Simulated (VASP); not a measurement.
The system is AlCu2.

```
Al Cu
1.0
     0.00000    2.70846    2.70846
     2.70846    0.00000    2.70846
     2.70846    2.70846    0.00000
Al Cu
1 2
Direct
  0.00000 0.00000 0.00000
  0.25000 0.25000 0.25000
  0.75000 0.75000 0.75000
```

```yaml
Program: VASP 6.6.1
Task: relaxation of cell and atoms
Functional: r2SCAN
Potentials_or_basis: VASP PAW PBE potentials, release 64 (Al, Cu)
Cutoff: 600 eV
k_mesh: 6 × 6 × 6
Occupations: gaussian, width 0.1 eV
Spin: no spin polarisation
```

At the start: pressure 15.3 GPa; volume 13.25 Å³/atom.

**Question.** Where does the relaxation end?

**Answer.** Over 3 steps the energy falls by 71.8 meV/atom and the volume is 14.91 Å³/atom (+12.6 %); space group Fm-3m (No. 225, to 0.05 Å).

Step by step:
```tsv
step	energy change (eV)	largest force (eV/Å)	pressure (GPa)	volume (Å³)
1	0.0000	0.0000	15.28	39.74
2	-0.1697	0.0000	-5.15	47.45
3	-0.2154	0.0000	0.02	44.74
```

Final structure:
```
Al Cu
1.0
     0.00000    2.81764    2.81764
     2.81764    0.00000    2.81764
     2.81764    2.81764    0.00000
Al Cu
1 2
Direct
  0.00000 0.00000 0.00000
  0.25000 0.25000 0.25000
  0.75000 0.75000 0.75000
```

Caveat: the PAW data sets were made with another functional, which shifts forces and pressure a little.
